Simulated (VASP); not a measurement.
Wanted: the native input for a VASP 6.6.1 run.

```
Task                   : single point
Functional             : r2SCAN
Potentials or basis    : VASP PAW PBE potentials, release 64 (B, As, In_d)
Cutoff                 : 520 eV
k mesh                 : 8 × 8 × 8
Occupations            : gaussian, width 0.01 eV
Spin                   : no spin polarisation
Dipole correction      : no
Further INCAR settings : ALGO = Normal; EDIFF = 1e-06; NBANDS = 31
```

The system is InB3As4.

```
B As In
1.0
    -2.57575    2.57575    5.06964
     2.57575   -2.57575    5.06964
     2.57575    2.57575   -5.06964
B As In
3 4 1
Direct
  0.75000 0.25000 0.50000
  0.50000 0.50000 0.00000
  0.25000 0.75000 0.50000
  0.14753 0.57832 0.00000
  0.85247 0.85247 0.43079
  0.57832 0.14753 0.00000
  0.42168 0.42168 0.56921
  0.00000 0.00000 0.00000
```

The input as run:

POSCAR

```
InB3As4
1.0
   -2.5757519381      2.5757519381      5.0696367480
    2.5757519381     -2.5757519381      5.0696367480
    2.5757519381      2.5757519381     -5.0696367480
B As In
3 4 1
Direct
    0.7500000000      0.2500000000      0.5000000000
    0.5000000000      0.5000000000      0.0000000000
    0.2500000000      0.7500000000      0.5000000000
    0.1475337929      0.5783196160      0.0000000000
    0.8524662071      0.8524662071      0.4307858231
    0.5783196160      0.1475337929      0.0000000000
    0.4216803840      0.4216803840      0.5692141769
    0.0000000000      0.0000000000      0.0000000000
```

INCAR.step1

```
SYSTEM = InB3As4
  PREC = Accurate
  ENCUT = 520
  ISMEAR = 0
  SIGMA = 0.01
  LREAL = .False.
  LASPH = .True.
  NELM = 80
  NBANDS = 31
  GGA = PE
  ALGO = Normal
  EDIFF = 1E-4
  LWAVE = .True.
  LCHARG = .False.
```

INCAR.step2

```
SYSTEM = InB3As4
  PREC = Accurate
  ENCUT = 520
  EDIFF = 1E-6
  ISMEAR = 0
  SIGMA = 0.01
  LREAL = .False.
  LASPH = .True.
  NELM = 80
  ALGO = Normal
  ISIF = 2
  LWAVE = .False.
  LCHARG = .False.
  METAGGA = R2SCAN
  LMIXTAU = .True.
  NBANDS = 31
  ISTART = 1
```

KPOINTS

```
Automatic mesh
0
Gamma
  8 8 8
  0 0 0
```

Potentials or basis: VASP PAW PBE potentials, release 64 (B, As, In_d).

The run is started by

```console
$ cat potpaw_PBE.64/B/POTCAR potpaw_PBE.64/As/POTCAR potpaw_PBE.64/In_d/POTCAR > POTCAR
$ cp INCAR.step1 INCAR
$ mpirun -np 1 vasp_std > vasp.out
$ cp INCAR.step2 INCAR
$ mpirun -np 1 vasp_std > vasp.out
```

It gave:

```
Pressure               : 0.1 GPa
Largest force          : 0.005 eV/Å
Band gap on the k mesh : 0.77 eV
```

Caveat: the PAW data sets were made with another functional, which shifts forces and pressure a little; spin-orbit coupling is left out, which moves the levels of the heavy elements.

It took 9.6 min on 1 thread of Intel(R) Xeon(R) 6975P-C (Granite Rapids), with other jobs on the host, peak memory 0.51 GiB.
